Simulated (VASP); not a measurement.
Input of a VASP 6.6.1 run:

INCAR

```
SYSTEM = PtF2
  PREC = Accurate
  ENCUT = 600
  EDIFF = 1E-7
  ISMEAR = 0
  SIGMA = 0.1
  LREAL = .False.
  LASPH = .True.
  NELM = 80
  ALGO = Normal
  ISIF = 3
  LWAVE = .False.
  LCHARG = .False.
  GGA = PE
  IBRION = 2
  NSW = 90
  EDIFFG = -0.04
```

File KPOINTS:

```
regular mesh
0
Gamma
  6 6 4
  0 0 0
```

File POSCAR:

```
PtF2
1.0
    2.8331746200      0.0000000000      0.0000000000
    0.0000000000      2.8331746200      0.0000000000
    0.0000000000      0.0000000000      4.0067139700
Pt F
1 2
Direct
    0.0000000000      0.0000000000      0.0000000000
    0.0000000000      0.0000000000      0.5000000000
    0.5000000000      0.5000000000      0.0000000000
```

Potentials or basis: VASP PAW PBE potentials, release 64 (Pt, F).

Run with:

```sh
$ cat potpaw_PBE.64/Pt/POTCAR potpaw_PBE.64/F/POTCAR > POTCAR
$ mpirun -np 1 vasp_std > vasp.out
```

Question: Predict the space group after relaxing (to 0.1 Å).

Answer: P4/mmm (No. 123).

Question: Estimate the band gap on the k mesh.

Answer: Zero (bands 12 and 13 overlap by 2.23 eV).

Step by step:
```tsv
step	energy change (eV)	largest force (eV/Å)	pressure (GPa)	volume (Å³)
1	0.0000	0.0000	75.79	32.16
2	-0.7154	0.0000	-25.21	61.42
3	-2.3587	0.0000	-3.51	44.84
4	-2.3623	0.0000	-2.54	44.44
5	-2.3632	0.0000	-1.82	44.16
6	-2.3896	0.0000	1.42	43.38
7	-2.3939	0.0000	0.43	43.59
8	-2.3942	0.0000	-0.09	43.79
```

Caveat: the k points lie up to 0.38 Å⁻¹ apart in the final cell, too coarse for converged energies and pressures of a metal; the cell differs from its parent crystal (atoms taken out); the volume moved by over 15 % at a fixed basis, so the end points are rough; spin-orbit coupling is left out, which moves the levels of the heavy elements.
